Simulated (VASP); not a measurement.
Li, 2 atoms in the cell. Symmetry: C2/c, No. 15, monoclinic system. The conventional cell has a = 2.880 Å, b = 8.386 Å, c = 3.470 Å, α = 90.00°, β = 92.02°, γ = 90.00°. Within 3.7 Å of Li (site symmetry 2) lie 10 Li at 2.80 to 3.47 Å. 

- Program: VASP 6.6.1
- Task: single point
- Functional: PBE
- Potentials or basis: VASP PAW PBE potentials, release 64 (Li_sv)
- Cutoff: 520 eV
- k mesh: 6 × 6 × 6
- Occupations: gaussian, width 0.1 eV
- Spin: no spin polarisation
- Dipole correction: no
- Further INCAR settings: ALGO = Normal; EDIFF = 1e-06; NBANDS = 10

Potentials or basis: VASP PAW PBE potentials, release 64 (Li_sv).

The run is started by

```sh
$ cat potpaw_PBE.64/Li_sv/POTCAR > POTCAR
$ mpirun -np 1 vasp_std > vasp.out
```

Hardware: 1 thread of Intel(R) Xeon(R) Platinum 8488C (Sapphire Rapids), with other jobs on the host.

Q: How long does it take, and how much memory?

A: Run time: 18 s on 1 thread of Intel(R) Xeon(R) Platinum 8488C (Sapphire Rapids) (shared host), peak memory 0.17 GiB. Counts: scf iterations 9, k points 68.
